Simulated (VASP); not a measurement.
# ZnO: single point with r2SCAN

ZnO:

```
CELL_PARAMETERS angstrom
0.09912 2.15117 2.15117
2.15117 0.09912 2.15117
2.15117 2.15117 0.09912
ATOMIC_POSITIONS crystal
Zn 0.00000 0.00000 0.00000
O 0.50000 0.50000 0.50000
```

This cell differs from its parent crystal: epitaxial 111 strain -3.8%.

| Quantity | Value |
| --- | --- |
| Program | VASP 6.6.1 |
| Task | single point |
| Functional | r2SCAN |
| Potentials or basis | VASP PAW PBE potentials, release 64 (Zn, O_h) |
| Cutoff | 1480 eV |
| k mesh | 10 × 10 × 10 |
| Occupations | gaussian, width 0.01 eV |
| Spin | no spin polarisation |

```json
{"Pressure": "11.3 GPa", "Band gap on the k mesh": "1.68 eV (least direct gap 3.14 eV)"}
```

Stress tensor (GPa, compression positive):
```
11.35 -4.84 -4.84
-4.84 11.35 -4.84
-4.84 -4.84 11.35
```

Levels at points of the mesh, in eV from the valence-band top:
```tsv
k point	band 6	band 7	band 8	band 9	band 10	band 11	band 12	band 13
(0.00, 0.00, 0.00)	-4.85	-2.08	-1.46	-1.46	1.68	17.82	18.98	19.81
(0.50, 0.00, 0.00)	-4.58	-3.68	-0.09	-0.07	5.96	10.62	13.39	14.10
(0.50, 0.50, 0.00)	-4.49	-4.16	-3.51	-2.90	5.17	11.81	12.11	16.88
(0.50, 0.50, 0.50)	-4.66	-3.95	0.00	0.00	6.83	9.77	15.09	15.09
```

It took 4.3 min on 1 thread of Intel(R) Xeon(R) 6975P-C (Granite Rapids), with other jobs on the host, peak memory 0.38 GiB.

Caveat: the cell differs from its parent crystal (epitaxial 111 strain -3.8%); the cell stands under pressure; the structure was generated, so it needn't be the stable form of ZnO; the PAW data sets were made with another functional, which shifts forces and pressure a little. A k mesh can miss the band edges.
